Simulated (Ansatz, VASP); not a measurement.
Two plane-wave programs on Ni

```
CELL_PARAMETERS angstrom
2.51365 0.00000 0.00000
-1.25682 2.17688 0.00000
0.00000 0.00000 4.11605
ATOMIC_POSITIONS crystal
Ni 0.33333 0.66667 0.25000
Ni 0.66667 0.33333 0.75000
```

Alike in both runs: task single point; functional RPBE; k mesh 16 × 16 × 9; occupations fermi-dirac, width 0.05 eV; collinear spin.

```csv
,VASP,Ansatz
version,VASP 6.6.1,Ansatz 0.2.0
potentials or method,"VASP PAW PBE potentials, release 64 (Ni), cutoff 520 eV","plane waves (420 eV) with PAW, scalar-relativistic"
valence electrons in the cell,20,36
```

|  | VASP | Ansatz | Ansatz less VASP |
| --- | --- | --- | --- |
| pressure (GPa) | 0.0 | -0.1 | -0.12 |
| traceless stress, the component that is largest in VASP (GPa) | 0.42 | 0.30 | -0.117 |
| net moment per atom (μB) | 0.64 | 0.68 | +0.031 |
| size of the moment on the site where the two differ most (μB) | 0.66 | 0.72 | +0.058 |

VASP's potentials were made for PBE, not for RPBE. Site moments also hang on the region over which each program counts them. VASP's potentials hold 20 valence electrons a cell and Ansatz's 36, so a difference there can come from the potentials and not from the codes.
